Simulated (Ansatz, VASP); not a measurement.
**BiPt2C: VASP beside Ansatz**

Contents of INCAR:

```
PREC = Accurate
ENCUT = 520
EDIFF = 1E-7
ISMEAR = 0
SIGMA = 0.1
LREAL = F
LASPH = T
NELM = 100
ALGO = Fast
ISIF = 2
LWAVE = F
LCHARG = T
GGA = PS
LELF = T
LVHAR = T
NBANDS = 28
```

KPOINTS

```
regular mesh
0
Gamma
  12 12 8
```

Contents of POSCAR:

```
BiPt2C
1.0
    4.2751190903      0.0000000000      0.0000000000
   -2.1375595451      3.7023617364      0.0000000000
    0.0000000000      0.0000000000      4.9531477622
Bi Pt C
1 2 1
Direct
    0.3333333300      0.6666666700      0.0000000000
    0.0000000000      0.0000000000      0.2117877889
    0.0000000000      0.0000000000      0.7882122111
    0.6666666700      0.3333333300      0.5000000000
```

Input for Ansatz:

```yaml
crystal:
  lattice:
    - [4.2751190903, 0.0, 0.0]
    - [-2.1375595451, 3.7023617364, 0.0]
    - [0.0, 0.0, 4.9531477622]
  atoms:
    - { symbol: Bi, position: [0.33333333, 0.66666667, 0.0] }
    - { symbol: Pt, position: [0.0, 0.0, 0.2117877889] }
    - { symbol: Pt, position: [0.0, 0.0, 0.7882122111] }
    - { symbol: C, position: [0.66666667, 0.33333333, 0.5] }
basis:
  ecutwfc: 420
kpoints:
  mp_grid: { grid: [12, 12, 8] }
hamiltonian:
  xc: pbesol
scf:
  occupations: { method: gaussian, width: 0.1 }
output:
  forces: true
  stress: true
  eigenvalues: true
```

Alike in both runs: task single point; functional PBEsol; k mesh 12 × 12 × 8; occupations gaussian, width 0.1 eV; no spin polarisation.

|  | VASP | Ansatz |
| --- | --- | --- |
| version | VASP 6.6.1 | Ansatz 0.2.0 |
| potentials or method | VASP PAW PBE potentials, release 64 (Bi_d, Pt, C), cutoff 520 eV | scalar-relativistic, plane waves, PAW |
| valence electrons in the cell | 39 | 55 |

```tsv
	VASP	Ansatz	Ansatz less VASP
gap on the k mesh at the Fermi level (eV)	none	none	-
pressure (GPa)	17.4	18.4	+0.98
traceless stress, the component that is largest in VASP (GPa)	33.97	36.27	+2.302
rms of the force components (eV/Å)	6.310	6.603	+0.2933
```

VASP's potentials were made for PBE, not for PBEsol. Atom by atom the forces differ by 0.293 eV/Å (rms over components). A gap of «none» marks a metal or a gap that the smearing closes. VASP's potentials hold 39 valence electrons a cell and Ansatz's 55, so a difference there can come from the potentials and not from the codes.

Neither program's run includes spin-orbit coupling.
